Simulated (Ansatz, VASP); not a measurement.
H in VASP and in Ansatz

```xyz
2
Lattice="5.3209 0.0000 0.0000 -2.6605 4.6081 0.0000 0.0000 0.0000 3.9617" Properties=species:S:1:pos:R:3 pbc="T T T"
H     0.0000    3.0720    0.9904
H     2.6605    1.5360    2.9713
```

Alike in both runs: task single point; functional PBEsol; k mesh 3 × 3 × 4; occupations gaussian, width 0.1 eV; collinear spin.

|  | VASP | Ansatz |
| --- | --- | --- |
| version | VASP 6.6.1 | Ansatz 0.2.0 |
| potentials or method | VASP PAW PBE potentials, release 64 (H), cutoff 500 eV | scalar-relativistic, plane waves, PAW |
| valence electrons in the cell | 2 | 2 |

```tsv
	VASP	Ansatz	Ansatz less VASP
gap on the k mesh at the Fermi level (eV)	6.63	6.63	+0.001
least direct gap on the mesh (eV)	7.26	7.26	+0.001
pressure (GPa)	0.1	0.1	+0.04
net moment per atom (μB)	1.00	1.00	0.000
size of the moment on the site where the two differ most (μB)	0.37	0.94	+0.568
```

VASP's potentials were made for PBE, not for PBEsol. Site moments also hang on the region over which each program counts them. Ansatz's warnings: nearly empty spin channel levels not settled, published levels not confirmed, stability check not made.

The k mesh is coarse, so the values compare programs but aren't converged.
